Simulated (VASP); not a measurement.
# Sn (Im-3m) in VASP: single point with PBEsol+D3(BJ)

Aim: the single point of Sn with PBEsol+D3(BJ).

Program: VASP 6.6.1. These are calculated values, not measurements. Logs are shortened: lines on timing, memory, paths and dates and some standing lists are left out, and cuts for length are marked.

### 1 The cell of the first run

The structure is cubic, space group Im-3m (No. 229). Conventional cell: a = 3.789 Å, b = 3.789 Å, c = 3.789 Å, α = 90.00°, β = 90.00°, γ = 90.00°. Within 4.3 Å of Sn (site symmetry m-3m) lie 14 Sn at 3.28 to 3.79 Å.

### 2 Single point, PBEsol+D3(BJ)

INCAR reads:

```
  PREC = Accurate
  ENCUT = 500
  EDIFF = 1E-6
  ISMEAR = 0
  SIGMA = 0.1
  LREAL = False
  LASPH = True
  NELM = 120
  ALGO = Normal
  ISIF = 2
  LWAVE = False
  LCHARG = True
  GGA = PS
  IVDW = 12
  LELF = True
  LVHAR = True
  NBANDS = 13
  GGA_COMPAT = False
```

KPOINTS reads:

```
regular mesh
0
Gamma
  6 6 6
```

POSCAR reads:

```
Sn
1.0
   -1.8946518192      1.8946518192      1.8946518192
    1.8946518192     -1.8946518192      1.8946518192
    1.8946518192      1.8946518192     -1.8946518192
Sn
1
Direct
    0.0000000000      0.0000000000      0.0000000000
```

Potentials or basis: VASP PAW PBE potentials, release 64 (Sn_d).

Command:

```console
cat potpaw_PBE.64/Sn_d/POTCAR > POTCAR
mpirun -np 1 vasp_std > vasp.out
```

OUTCAR:

```text
PREC = Accurate
   ENCUT = 500
   EDIFF = 1E-6
   ISMEAR = 0
   LREAL = False
   LASPH = True
   NELM = 120
   ISIF = 2
   GGA = PS
   IVDW = 12
 IVDW          = 12

 ion  position               nearest neighbor table
   1  0.000  0.000  0.000-

  LATTYP: Found a body centered cubic cell.
 ALAT       =     3.7893036384

  Lattice vectors:

 A1 = (  -1.8946518192,   1.8946518192,   1.8946518192)
 A2 = (   1.8946518192,  -1.8946518192,   1.8946518192)
 A3 = (   1.8946518192,   1.8946518192,  -1.8946518192)

Analysis of symmetry for initial positions (statically):
=====================================================================
 Subroutine PRICEL returns:
 Original cell was already a primitive cell.

 Routine SETGRP: Setting up the symmetry group for a
 body centered cubic supercell.

 Subroutine GETGRP returns: Found 48 space group operations
 (whereof 48 operations were pure point group operations)
 out of a pool of 48 trial point group operations.

The static configuration has the point symmetry O_h .

Analysis of symmetry for dynamics (positions and initial velocities):
=====================================================================
 Subroutine PRICEL returns:
 Original cell was already a primitive cell.

 Routine SETGRP: Setting up the symmetry group for a
 body centered cubic supercell.

 Subroutine GETGRP returns: Found 48 space group operations
 (whereof 48 operations were pure point group operations)
 out of a pool of 48 trial point group operations.

The dynamic configuration has the point symmetry O_h .

 Subroutine INISYM returns: Found 48 space group operations
 (whereof 48 operations are pure point group operations),
 and found     1 'primitive' translations

----------------------------------------------------------------------------------------

                                     Primitive cell

  volume of cell :      27.2050

  direct lattice vectors                    reciprocal lattice vectors
    -1.894651819  1.894651819  1.894651819     0.000000000  0.263900731  0.263900731
     1.894651819 -1.894651819  1.894651819     0.263900731  0.000000000  0.263900731
     1.894651819  1.894651819 -1.894651819     0.263900731  0.263900731  0.000000000

  length of vectors
     3.281633214  3.281633214  3.281633214     0.373211993  0.373211993  0.373211993

  position of ions in fractional coordinates (direct lattice)
     0.000000000  0.000000000  0.000000000

  ion indices of the primitive-cell ions
[... 71 lines left out ...]
   ISIF   =      2    stress and relaxation
   ISYM   =      2    0-nonsym 1-usesym 2-fastsym
   POTIM  = 0.5000    time-step for ionic-motion
   TEBEG  =    0.0;   TEEND  =   0.0 temperature during run
   PSTRESS=    0.0 pullay stress
   NELECT =      14.0000    total number of electrons
   NUPDOWN=      -1.0000    fix difference up-down
   EMIN   =  10.00;   EMAX   =-10.00  energy-range for DOS
   EFERMI =   0.00;   METHOD = LEGACY
   ISMEAR =     0;   SIGMA  =   0.10  broadening in eV -4-tet -1-fermi 0-gaus
   EFERMI_NEDOS =   21; number of points for ismear=-14 and -15
   IALGO  =     38    algorithm
   IMIX   =      4    mixing-type and parameters
     AMIX     =   0.40;   BMIX     =  1.00
     AMIX_MAG =   1.60;   BMIX_MAG =  1.00
  volume/ion in A,a.u.               =      27.20       183.59
  Fermi-wavevector in a.u.,A,eV,Ry     =   1.311902  2.479136 23.416813  1.721087
  Thomas-Fermi vector in A             =   2.442332
   LORBIT       =      0    0 simple, 1 ext, 2 COOP (PROOUT), +10 PAW based schemes
   GGA     = PS    functional components
   LHFCALC =     F    Hartree Fock is set to
   AEXX    =    0.0000 exact exchange contribution
   IVDW    =    12    specifies the selected vdW correction
   LEPSILON=     F    determine dielectric tensor
   LRPA    =     F    only Hartree local field effects (RPA)
 non-spin polarized calculation
 Gauss-broadening in eV      SIGMA  =   0.10
  energy-cutoff  :      500.00
  volume of cell :       27.20
 maximum number of plane-waves:       712
   NGX = 11   NGY = 11   NGZ = 11

 number of electron      13.9999996 magnetization

 Free energy of the ion-electron system (eV)
  ---------------------------------------------------
  ext. energy  EPLUGINS =         0.00000000
  ---------------------------------------------------
  free energy    TOTEN  =        -4.25088959 eV

  energy without entropy =       -4.24839291  energy(sigma->0) =       -4.24964125

 E-fermi :   8.0608     XC(G=0): -10.5012

 val. band max:        7.5039957136   @ k =   0.3333   0.1667   0.1667
 cond. band min:       8.1084737647   @ k =   0.5000   0.5000   0.3333
 fundamental gap:      0.6044780511
 Fermi energy:         8.0607801371

 k-point     1 :       0.0000    0.0000    0.0000
  band No.  band energies     occupation
      1     -13.5286      2.00000
      2     -13.5286      2.00000
      3     -13.5286      2.00000
      4     -13.3891      2.00000
      5     -13.3891      2.00000
      6      -3.1746      2.00000
      7      15.8587      0.00000
      8      15.8587      0.00000
      9      15.8587      0.00000
     10      20.0367      0.00000
     11      20.0367      0.00000
     12      20.0367      0.00000
     13      20.6633      0.00000
[... 226 lines left out ...]
  band No.  band energies     occupation
      1     -13.5491      2.00000
      2     -13.5491      2.00000
      3     -13.3255      2.00000
      4     -13.3255      2.00000
      5     -13.3255      2.00000
      6       5.4147      2.00000
      7       7.4380      2.00000
      8       7.4380      2.00000
      9       7.4380      2.00000
     10      11.7554      0.00000
     11      11.7554      0.00000
     12      26.1376      0.00000
     13      28.7292      0.00000

------------------------ aborting loop because EDIFF is reached ----------------------------------------

 Edisp (eV)   -0.38882

 E8    (eV) :    -0.2741

  FORCE on cell =-STRESS in cart. coord.  units (eV):
  Direction    XX          YY          ZZ          XY          YZ          ZX
  --------------------------------------------------------------------------------------
  -------------------------------------------------------------------------------------
  Total      -0.77173    -0.77173    -0.77173     0.00000     0.00000    -0.00000
  in kB     -45.44951   -45.44951   -45.44951     0.00000     0.00000    -0.00000
  external pressure =      -45.45 kB  Pullay stress =        0.00 kB

 VOLUME and BASIS-vectors are now :
 -----------------------------------------------------------------------------
  energy-cutoff  :      500.00
  volume of cell :       27.20
      direct lattice vectors                 reciprocal lattice vectors
    -1.894651819  1.894651819  1.894651819     0.000000000  0.263900731  0.263900731
     1.894651819 -1.894651819  1.894651819     0.263900731  0.000000000  0.263900731
     1.894651819  1.894651819 -1.894651819     0.263900731  0.263900731  0.000000000

 POSITION                                       TOTAL-FORCE (eV/Angst)
 -----------------------------------------------------------------------------------
      0.00000      0.00000      0.00000        -0.000000      0.000000      0.000000
 -----------------------------------------------------------------------------------
    total drift:                                0.000000      0.000000     -0.000000

  FREE ENERGIE OF THE ION-ELECTRON SYSTEM (eV)
  ---------------------------------------------------
  free  energy   TOTEN  =        -4.6397137704 eV

  energy  without entropy=       -4.6372170819  energy(sigma->0) =       -4.63846543
```

It took 3.4 s on 1 thread of Intel Xeon 6975P-C (Granite Rapids), shared host; peak memory 0.14 GiB.

Results:

```yaml
Free_energy: -4.6397 eV
Pressure: -4.5 GPa
Band_gap_on_the_k_mesh: zero (band 7 reaches 15.86 eV, above the bottom of band 8 at 5.45 eV)
Dispersion_energy_per_atom: -0.389 eV
```

Levels at points of the mesh, in eV from the Fermi level:
```tsv
k point	band 3	band 4	band 5	band 6	band 7	band 8	band 9	band 10	band 11	band 12
(0.00, 0.00, 0.00)	-21.59	-21.45	-21.45	-11.24	7.80	7.80	7.80	11.98	11.98	11.98
(0.50, 0.00, 0.00)	-21.46	-21.46	-21.37	-6.57	-4.57	3.45	5.28	7.80	8.12	14.81
(0.50, 0.50, 0.50)	-21.39	-21.39	-21.39	-2.65	-0.62	-0.62	-0.62	3.69	3.69	18.08
```

Caveat: the k points lie up to 0.39 Å⁻¹ apart; the PAW data sets were made with another functional, which shifts forces and pressure a little; spin-orbit coupling is left out, which moves the levels of the heavy elements; pairwise dispersion overbinds metals, which lowers pressure and volume.
